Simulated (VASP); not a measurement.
Wanted: the native input for a VASP 6.6.1 run.

| Quantity | Value |
| --- | --- |
| Task | single point |
| Functional | PBE |
| Potentials or basis | VASP PAW PBE potentials, release 64 (Sc_sv, Ga_d, P, As) |
| Cutoff | 520 eV |
| k mesh | 6 × 6 × 2 |
| Occupations | gaussian, width 0.1 eV |
| Spin | no spin polarisation |
| Dipole correction | no |
| Further INCAR settings | ALGO = Normal; EDIFF = 1e-06; NBANDS = 35 |

The structure of ScGa2AsP2 lies in POSCAR:

```
ScGa2AsP2
1.0
    4.1887407000      0.0000000000      0.0000000000
   -2.0943703500      3.6275558600      0.0000000000
    0.0000000000      0.0000000000      8.3430498300
Sc Ga P As
1 2 2 1
Direct
    0.0000000000      0.0000000000      0.5000000000
    0.0000000000      0.0000000000      0.2414823400
    0.0000000000      0.0000000000      0.7585176600
    0.3333333300      0.6666666700      0.5000000000
    0.6666666700      0.3333333300      0.5000000000
    0.0000000000      0.0000000000      0.0000000000
```

The cell was built from a structure type or drawn by symmetry, and may not be a known phase.

One way to write it, as run:

INCAR

```
  PREC = Accurate
  ENCUT = 520
  EDIFF = 1E-6
  ISMEAR = 0
  SIGMA = 0.1
  LREAL = F
  LASPH = T
  NELM = 80
  ALGO = Normal
  ISIF = 2
  LWAVE = F
  LCHARG = T
  GGA = PE
  LELF = T
  LVHAR = T
  NBANDS = 35
```

KPOINTS

```
regular mesh
0
Gamma
  6 6 2
```

Potentials or basis: VASP PAW PBE potentials, release 64 (Sc_sv, Ga_d, P, As).

Command:

```console
$ cat potpaw_PBE.64/Sc_sv/POTCAR potpaw_PBE.64/Ga_d/POTCAR potpaw_PBE.64/P/POTCAR potpaw_PBE.64/As/POTCAR > POTCAR
$ mpirun -np 1 vasp_std > vasp.out
```

Results of the run:

```json
{
 "Pressure": "32.5 GPa",
 "Largest force": "0.348 eV/Å",
 "Band gap on the k mesh": "zero (bands 26 and 27 overlap by 1.51 eV)"
}
```

Caveat: the k points lie up to 0.38 Å⁻¹ apart, too coarse for converged energies and pressures of a metal.

It took 31 s on 1 thread of Intel(R) Xeon(R) 6975P-C (Granite Rapids), with other jobs on the host, peak memory 0.27 GiB.
